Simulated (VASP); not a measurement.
Runs of VASP 6.6.1 on MoSe. The structure is that of space group Fm-3m (No. 225), or close to it. The cells are those of the table. 

```csv
spin,cell,gap on the mesh (eV),pressure (GPa),moment (μB)
off,"a = 3.784 Å, angles 60.0°, 2 atoms",none,-8.6,-
"collinear, ferromagnetic start","a = 3.784 Å, angles 60.0°, 2 atoms",none,(b),(a)
"collinear, ferromagnetic start","a = 3.776 Å, angles 60.0°, 2 atoms",none,0.8,2.56
"collinear, ferromagnetic start","a = 3.781 Å, angles 60.0°, 2 atoms",none,0.4,2.57
```

Alike in all rows: task single point; level PBE; potentials or basis VASP PAW PBE potentials, release 64 (Mo_sv, Se); k mesh 12 × 12 × 12; cutoff (eV) 520; smearing gaussian 0.05 eV.

Question: Fill in the values left out.

Answer: (a) 2.58; (b) 0.2.

A k mesh can miss the band edges, and the runs leave out spin-orbit coupling on Mo, Se.

A gap of «none» marks levels without a gap at the run's occupations.
